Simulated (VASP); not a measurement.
# Ti (P6/mmm) in VASP: further runs

Runs on Ti. Level: LDA. Tasks: single point.

Program: VASP 6.6.1. These are calculated values, not measurements. Logs are shortened: lines on timing, memory, paths and dates and some standing lists are left out, and cuts for length are marked.

### Step 1. The cell of the first run

It takes space group P6/mmm (No. 191, hexagonal). Conventional cell: a = 4.187 Å, b = 4.187 Å, c = 2.629 Å, α = 90.00°, β = 90.00°, γ = 120.00°. Within 3.5 Å of Ti (site symmetry 6/mmm) lie 14 Ti at 2.63 to 2.75 Å. Within 3.2 Å of Ti (site symmetry -6m2) lie 11 Ti at 2.42 to 2.75 Å.

### Step 2. Single point, LDA

INCAR

```
  PREC = Accurate
  ENCUT = 520
  EDIFF = 1E-6
  ISMEAR = 0
  SIGMA = 0.05
  LREAL = False
  LASPH = True
  NELM = 100
  ALGO = Normal
  ISIF = 2
  LWAVE = False
  LCHARG = True
  GGA = CA
  LELF = True
  LVHAR = True
  NBANDS = 25
```

KPOINTS

```
regular mesh
0
Gamma
  7 7 9
```

POSCAR

```
Ti
1.0
    4.1871371455      0.0000000000      0.0000000000
   -2.0935685728      3.6261671372      0.0000000000
    0.0000000000      0.0000000000      2.6290921358
Ti
3
Direct
    0.0000000000      0.0000000000      0.0000000000
    0.3333333333      0.6666666667      0.5000000000
    0.6666666667      0.3333333333      0.5000000000
```

Potentials or basis: VASP PAW LDA potentials, release 64 (Ti_sv).

Started as:

```console
$ cat potpaw_LDA.64/Ti_sv/POTCAR > POTCAR
$ mpirun -np 1 vasp_std > vasp.out
```

OUTCAR:

```text
PREC = Accurate
   ENCUT = 520
   EDIFF = 1E-6
   ISMEAR = 0
   LREAL = False
   LASPH = True
   NELM = 100
   ISIF = 2
   GGA = CA

 ion  position               nearest neighbor table
   1  0.000  0.000  0.000-   2 2.75   3 2.75   2 2.75   3 2.75   3 2.75   3 2.75   2 2.75   2 2.75
                             3 2.75   3 2.75   2 2.75   2 2.75
   2  0.333  0.667  0.500-   3 2.42   3 2.42   3 2.42   1 2.75   1 2.75   1 2.75   1 2.75   1 2.75
                             1 2.75
   3  0.667  0.333  0.500-   2 2.42   2 2.42   2 2.42   1 2.75   1 2.75   1 2.75   1 2.75   1 2.75
                             1 2.75

  LATTYP: Found a hexagonal cell.
 ALAT       =     4.1871371455
 C/A-ratio  =     0.6278973065

  Lattice vectors:

 A1 = (   4.1871371455,   0.0000000000,   0.0000000000)
 A2 = (  -2.0935685728,   3.6261671372,   0.0000000000)
 A3 = (   0.0000000000,   0.0000000000,   2.6290921358)

Analysis of symmetry for initial positions (statically):
=====================================================================
 Subroutine PRICEL returns:
 Original cell was already a primitive cell.

 Routine SETGRP: Setting up the symmetry group for a
 hexagonal supercell.

 Subroutine GETGRP returns: Found 24 space group operations
 (whereof 24 operations were pure point group operations)
 out of a pool of 24 trial point group operations.

The static configuration has the point symmetry D_6h.

Analysis of symmetry for dynamics (positions and initial velocities):
=====================================================================
 Subroutine PRICEL returns:
 Original cell was already a primitive cell.

 Routine SETGRP: Setting up the symmetry group for a
 hexagonal supercell.

 Subroutine GETGRP returns: Found 24 space group operations
 (whereof 24 operations were pure point group operations)
 out of a pool of 24 trial point group operations.

The dynamic configuration has the point symmetry D_6h.

 Subroutine INISYM returns: Found 24 space group operations
 (whereof 24 operations are pure point group operations),
 and found     1 'primitive' translations

----------------------------------------------------------------------------------------

                                     Primitive cell

  volume of cell :      39.9182

  direct lattice vectors                    reciprocal lattice vectors
     4.187137146  0.000000000  0.000000000     0.238826665  0.137886639  0.000000000
    -2.093568573  3.626167137  0.000000000     0.000000000  0.275773279  0.000000000
     0.000000000  0.000000000  2.629092136     0.000000000  0.000000000  0.380359435

  length of vectors
     4.187137146  4.187137146  2.629092136     0.275773279  0.275773279  0.380359435

  position of ions in fractional coordinates (direct lattice)
     0.000000000  0.000000000  0.000000000
     0.333333333  0.666666667  0.500000000
     0.666666667  0.333333333  0.500000000

  ion indices of the primitive-cell ions
   primitive index   ion index
                 1           1
                 2           2
                 3           3

----------------------------------------------------------------------------------------

 KPOINTS: regular mesh

Automatic generation of k-mesh.
 Grid dimensions read from file:
 generate k-points for:    7    7    9

 Generating k-lattice:

  Cartesian coordinates                     Fractional coordinates (reciprocal lattice)
     0.034118095  0.019698091  0.000000000     0.142857143  0.000000000  0.000000000
     0.000000000  0.039396183  0.000000000     0.000000000  0.142857143  0.000000000
     0.000000000  0.000000000  0.042262159     0.000000000  0.000000000  0.111111111

  Length of vectors
     0.039396183  0.039396183  0.042262159

  Shift w.r.t. Gamma in fractional coordinates (k-lattice)
     0.000000000  0.000000000  0.000000000

 Subroutine IBZKPT returns following result:
 ===========================================

 Found     40 irreducible k-points:

 Following reciprocal coordinates:
            Coordinates               Weight
  0.000000  0.000000  0.000000      1.000000
  0.142857  0.000000  0.000000      6.000000
  0.285714  0.000000  0.000000      6.000000
  0.428571  0.000000  0.000000      6.000000
  0.142857  0.142857  0.000000      6.000000
  0.285714  0.142857  0.000000     12.000000
[... 16 lines left out ...]
  0.428571  0.142857  0.222222     12.000000
  0.285714  0.285714  0.222222     12.000000
 [... further k-points ...]
   k-points           NKPTS =     40   k-points in BZ     NKDIM =     40   number of bands    NBANDS=     25
   number of dos      NEDOS =    301   number of ions     NIONS =      3
   total plane-waves  NPLWV =  20480
   dimension x,y,z NGX =    32 NGY =   32 NGZ =   20
   dimension x,y,z NGXF=    64 NGYF=   64 NGZF=   40
   ions per type =               3
   NGX,Y,Z   is equivalent  to a cutoff of  12.71, 12.71, 12.65 a.u.
   NGXF,Y,Z  is equivalent  to a cutoff of  25.41, 25.41, 25.29 a.u.
 SYSTEM =  unknown system
   PREC   = accura    normal or accurate (medium, high low for compatibility)
   ISTART =      0    job   : 0-new  1-cont  2-samecut
   ICHARG =      2    charge: 1-file 2-atom 10-const
   ISPIN  =      1    spin polarized calculation?
   LNONCOLLINEAR =      F non collinear calculations
   LSORBIT =      F    spin-orbit coupling
   LASPH  =      T    aspherical Exc in radial PAW
   ENCUT  =  520.0 eV  38.22 Ry    6.18 a.u.   7.79  7.79  4.89*2*pi/ulx,y,z
   NELM   =    100;   NELMIN=  2; NELMDL= -5     # of ELM steps
   EDIFF  = 0.1E-05   stopping-criterion for ELM
   LREAL  =      F    real-space projection
   EDIFFG = 0.1E-04   stopping-criterion for IOM
   NSW    =      0    number of steps for IOM
   IBRION =     -1    ionic relax: 0-MD 1-quasi-New 2-CG
   NFREE  =      0    steps in history (QN), initial steepest desc. (CG)
   ISIF   =      2    stress and relaxation
   ISYM   =      2    0-nonsym 1-usesym 2-fastsym
   POTIM  = 0.5000    time-step for ionic-motion
   TEBEG  =    0.0;   TEEND  =   0.0 temperature during run
   PSTRESS=    0.0 pullay stress
   NELECT =      36.0000    total number of electrons
   NUPDOWN=      -1.0000    fix difference up-down
   EMIN   =  10.00;   EMAX   =-10.00  energy-range for DOS
   EFERMI =   0.00;   METHOD = LEGACY
   ISMEAR =     0;   SIGMA  =   0.05  broadening in eV -4-tet -1-fermi 0-gaus
   EFERMI_NEDOS =   21; number of points for ismear=-14 and -15
   IALGO  =     38    algorithm
   IMIX   =      4    mixing-type and parameters
     AMIX     =   0.40;   BMIX     =  1.00
     AMIX_MAG =   1.60;   BMIX_MAG =  1.00
  volume/ion in A,a.u.               =      13.31        89.79
  Fermi-wavevector in a.u.,A,eV,Ry     =   1.581680  2.988943 34.037869  2.501713
  Thomas-Fermi vector in A             =   2.681719
   LORBIT       =      0    0 simple, 1 ext, 2 COOP (PROOUT), +10 PAW based schemes
   GGA     = CA    functional components
   LHFCALC =     F    Hartree Fock is set to
   AEXX    =    0.0000 exact exchange contribution
   IVDW    =     0    specifies the selected vdW correction
   LEPSILON=     F    determine dielectric tensor
   LRPA    =     F    only Hartree local field effects (RPA)
 non-spin polarized calculation
 Gauss-broadening in eV      SIGMA  =   0.05
  energy-cutoff  :      520.00
  volume of cell :       39.92
 maximum number of plane-waves:      1095
 NGX is ok and might be reduce to    32
   NGX = 15   NGY = 15   NGZ =  9

 number of electron      35.9999992 magnetization

 Free energy of the ion-electron system (eV)
  ---------------------------------------------------
  ext. energy  EPLUGINS =         0.00000000
  ---------------------------------------------------
  free energy    TOTEN  =       -25.09913067 eV

  energy without entropy =      -25.09424306  energy(sigma->0) =      -25.09668687

 E-fermi :  11.1419     XC(G=0): -13.1193

 val. band max:       11.1346028138   @ k =   0.4286   0.1429   0.3333
 cond. band min:      11.1474221684   @ k =   0.2857   0.1429   0.1111
 fundamental gap:      0.0128193545
 Fermi energy:        11.1418607054

 k-point     1 :       0.0000    0.0000    0.0000
  band No.  band energies     occupation
      1     -44.7318      2.00000
      2     -44.3744      2.00000
      3     -44.0549      2.00000
      4     -21.6272      2.00000
      5     -21.6272      2.00000
      6     -21.4954      2.00000
[... 17 lines left out ...]
     24      13.3317      0.00000
     25      13.3331      0.00000

 k-point     2 :       0.1429    0.0000    0.0000
  band No.  band energies     occupation
      1     -44.7087      2.00000
      2     -44.3780      2.00000
      3     -44.0764      2.00000
      4     -21.7941      2.00000
      5     -21.7353      2.00000
      6     -21.3154      2.00000
[... 17 lines left out ...]
     24      12.9431      0.00000
     25      13.9630      0.00000

 k-point     3 :       0.2857    0.0000    0.0000
  band No.  band energies     occupation
      1     -44.6509      2.00000
      2     -44.3833      2.00000
      3     -44.1337      2.00000
      4     -21.9627      2.00000
      5     -21.7235      2.00000
      6     -21.1141      2.00000
[... 17 lines left out ...]
     24      13.5782      0.00000
     25      14.5641      0.00000

 k-point     4 :       0.4286    0.0000    0.0000
  band No.  band energies     occupation
      1     -44.5962      2.00000
      2     -44.3796      2.00000
      3     -44.1958      2.00000
      4     -22.0554      2.00000
      5     -21.5355      2.00000
      6     -21.2342      2.00000
[... 17 lines left out ...]
     24      13.8854      0.00000
     25      14.4167      0.00000
[... 477 lines left out ...]
 k-point    22 :       0.2857    0.1429    0.2222
  band No.  band energies     occupation
      1     -44.5440      2.00000
      2     -44.3313      2.00000
      3     -44.1298      2.00000
      4     -21.8553      2.00000
      5     -21.6291      2.00000
      6     -21.3180      2.00000
[... 17 lines left out ...]
     24      13.9533      0.00000
     25      14.3434      0.00000

 k-point    23 :       0.4286    0.1429    0.2222
  band No.  band energies     occupation
      1     -44.5265      2.00000
      2     -44.3051      2.00000
      3     -44.1749      2.00000
      4     -21.8833      2.00000
      5     -21.5101      2.00000
      6     -21.4682      2.00000
[... 17 lines left out ...]
     24      14.2610      0.00000
     25      14.4469      0.00000

 k-point    24 :       0.2857    0.2857    0.2222
  band No.  band energies     occupation
      1     -44.5252      2.00000
      2     -44.2830      2.00000
      3     -44.1987      2.00000
      4     -21.8412      2.00000
      5     -21.5764      2.00000
      6     -21.4563      2.00000
[... 17 lines left out ...]
     24      14.4660      0.00000
     25      14.6209      0.00000

 [... further k-points ...]
[... 5 lines left out ...]
  --------------------------------------------------------------------------------------
  -------------------------------------------------------------------------------------
  Total        7.4116915      7.4116915      7.3799845     -0.0000000      0.0000000      0.0000000
  in kB      297.4795423    297.4795423    296.2069332     -0.0000000      0.0000000      0.0000000
  external PRESSURE =     297.0553393 kB  Pullay stress =       0.0000000 kB

 VOLUME and BASIS-vectors are now :
 -----------------------------------------------------------------------------
  energy-cutoff  :      520.00
  volume of cell :       39.92
      direct lattice vectors                 reciprocal lattice vectors
     4.187137146  0.000000000  0.000000000     0.238826665  0.137886639  0.000000000
    -2.093568573  3.626167137  0.000000000     0.000000000  0.275773279  0.000000000
     0.000000000  0.000000000  2.629092136     0.000000000  0.000000000  0.380359435

 POSITION                                       TOTAL-FORCE (eV/Angst)
 -----------------------------------------------------------------------------------
      0.00000      0.00000      0.00000        -0.000000      0.000000      0.000000
     -0.00000      2.41744      1.31455         0.000000     -0.000000      0.000000
      2.09357      1.20872      1.31455        -0.000000      0.000000     -0.000000
 -----------------------------------------------------------------------------------
    total drift:                               -0.000000      0.000000      0.000000

  FREE ENERGIE OF THE ION-ELECTRON SYSTEM (eV)
  ---------------------------------------------------
  free  energy   TOTEN  =       -25.0991306688 eV

  energy  without entropy=      -25.0942430648  energy(sigma->0) =      -25.09668687
```

It took 15 s on 1 thread of Intel Xeon 6975P-C (Granite Rapids), shared host; peak memory 0.15 GiB.

What came out:

```
Free energy            : -25.0991 eV
Pressure               : 29.7 GPa
Band gap on the k mesh : zero (band 18 reaches 11.38 eV, above the bottom of band 19 at 10.84 eV)
```

(Continued in part 2 of 2.)
